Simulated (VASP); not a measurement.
Set up this calculation in VASP 6.6.1, as the native input.

```yaml
Task: single point
Functional: PBE
Potentials_or_basis: VASP PAW PBE potentials, release 64 (Ti_sv, Si)
Cutoff: 520 eV
k_mesh: 12 × 12 × 12
Occupations: gaussian, width 0.15 eV
Spin: no spin polarisation
Dipole_correction: no
Further_INCAR_settings: ALGO = Normal; EDIFF = 1e-06; NBANDS = 29
```

The structure of TiSi2 lies in POSCAR:

```
TiSi2
1.0
    1.8076623076     -7.0503657144      0.0000000000
    1.8076623076      7.0503657144      0.0000000000
    0.0000000000      0.0000000000      3.6476395404
Ti Si
2 4
Direct
    0.8968075259      0.1031924741      0.7500000000
    0.1031924741      0.8968075259      0.2500000000
    0.5591373592      0.4408626408      0.7500000000
    0.4408626408      0.5591373592      0.2500000000
    0.2498287182      0.7501712818      0.7500000000
    0.7501712818      0.2498287182      0.2500000000
```

One way to write it, as run:

INCAR

```
PREC     = Accurate       # precision mode
ENCUT    = 520            # plane-wave cutoff, eV
EDIFF    = 1E-6           # SCF threshold, eV
ISMEAR   = 0              # smearing method
SIGMA    = 0.15           # smearing width, eV
LREAL    = False          # projectors in reciprocal space
LASPH    = True           # aspherical terms in the spheres
NELM     = 80             # most SCF steps
ALGO     = Normal         # electronic algorithm
ISIF     = 2              # what is computed and relaxed
LWAVE    = False          # write WAVECAR
LCHARG   = False          # write CHGCAR
GGA      = PE             # functional
NBANDS   = 29             # bands
```

KPOINTS

```
regular mesh
0
Gamma
  12 12 12
```

Potentials or basis: VASP PAW PBE potentials, release 64 (Ti_sv, Si).

Run with:

```console
$ cat potpaw_PBE.64/Ti_sv/POTCAR potpaw_PBE.64/Si/POTCAR > POTCAR
$ mpirun -np 1 vasp_std > vasp.out
```

Results of the run:

- Pressure: -8.6 GPa
- Largest force: 0.303 eV/Å
- Band gap on the k mesh: zero (bands 20 and 21 overlap by 0.91 eV)

Caveat: the cell stands under tension.

It took 21 min on 1 thread of Oxide Virtual Turin-like Processor, on a shared host, peak memory 0.72 GiB.
